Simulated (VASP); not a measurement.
The system is MoS2.

```
Mo S
1.0
     3.16900    0.00000    0.00000
    -1.58450    2.74443    0.00000
     0.00000    0.00000   12.32400
Mo S
2 4
Direct
  0.66667 0.33333 0.75000
  0.33333 0.66667 0.25000
  0.66667 0.33333 0.37700
  0.33333 0.66667 0.87700
  0.66667 0.33333 0.12300
  0.33333 0.66667 0.62300
```

Base run:

```yaml
Program: VASP 6.6.1
Functional: PBE
Potentials_or_basis: VASP PAW PBE potentials, release 64 (Mo_sv, S)
Cutoff: 520 eV
k_mesh: 10 × 10 × 3
Occupations: fermi-dirac, width 0.05 eV
Spin: no spin polarisation
```

Its results: band gap on the k mesh 0.94 eV, indirect (least direct gap 1.87 eV); pressure 1.8 GPa; largest force 0.078 eV/Å.

After a change of settings the same cell gave: band gap on the k mesh 0.94 eV, indirect (least direct gap 1.87 eV); pressure -1.7 GPa; largest force 0.097 eV/Å. Which change was it?
A. functional from PBE to PBEsol; dispersion from none to D3(BJ)
B. functional from PBE to PBEsol; further incar settings from ALGO = Normal; EDIFF = 1e-06; NBANDS = 35 to ALGO = Normal; EDIFF = 1e-07; NBANDS = 35
C. dispersion from none to D4
D. functional from PBE to BLYP

C.

Dispersion adds attraction, which lowers the pressure at fixed volume and, as a term added to the energy, leaves the levels alone.

Caveats: this functional lacks dispersion, which binds the layers, so the pressure and a relaxed spacing across them are unreliable (some runs).
